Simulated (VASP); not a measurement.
## In2GaP3: single point with r2SCAN

In2GaP3:

```
Ga In P
1.0
     4.15042    0.00000    0.00000
    -2.07521    3.59437    0.00000
     0.00000    0.00000   10.19586
Ga In P
1 2 3
Direct
  0.00000 0.00000 0.00091
  0.66667 0.33333 0.67367
  0.33333 0.66667 0.32749
  0.66667 0.33333 0.92956
  0.33333 0.66667 0.58186
  0.00000 0.00000 0.23652
```

This cell differs from its parent crystal: volume changed by +6%.

- Program: VASP 6.6.1
- Task: single point
- Functional: r2SCAN
- Potentials or basis: VASP PAW PBE potentials, release 64 (Ga_d, In_d, P)
- Cutoff: 520 eV
- k mesh: 6 × 6 × 2
- Occupations: gaussian, width 0.01 eV
- Spin: no spin polarisation

| Quantity | Value |
| --- | --- |
| Pressure | -3.8 GPa |
| Largest force | 0.110 eV/Å |
| Band gap on the k mesh | 0.62 eV, direct |

Forces on the atoms (eV/Å):
```
Ga   0.000  0.000  0.110
In   0.000  0.000 -0.057
In   0.000  0.000 -0.058
P    0.000  0.000 -0.078
P    0.000  0.000  0.056
P    0.000  0.000  0.027
```

Stress tensor (GPa, compression positive):
```
-3.78  0.00  0.00
 0.00 -3.78  0.00
 0.00  0.00 -3.95
```

Levels at points of the mesh, in eV from the valence-band top:
| k point | band 23 | band 24 | band 25 | band 26 | band 27 | band 28 | band 29 | band 30 | band 31 | band 32 |
| --- | --- | --- | --- | --- | --- | --- | --- | --- | --- | --- |
| (0.00, 0.00, 0.00) | -0.63 | -0.63 | -0.16 | 0.00 | 0.00 | 0.62 | 1.58 | 2.25 | 4.16 | 4.16 |
| (0.50, 0.00, 0.00) | -2.42 | -2.28 | -2.16 | -1.47 | -1.28 | 1.91 | 2.16 | 2.76 | 2.93 | 4.59 |
| (0.00, 0.00, 0.50) | -1.15 | -0.39 | -0.39 | -0.20 | -0.20 | 1.06 | 2.16 | 2.32 | 4.35 | 4.36 |
| (0.50, 0.00, 0.50) | -2.82 | -2.30 | -1.88 | -1.05 | -0.96 | 1.51 | 2.21 | 2.73 | 3.58 | 3.64 |

Wall time 7.4 min on 1 thread of Intel Xeon 8259CL (shared host), peak memory 0.34 GiB.

Caveat: the PAW data sets were made with another functional, which shifts forces and pressure a little; spin-orbit coupling is left out, which moves the levels of the heavy elements. A k mesh can miss the band edges.
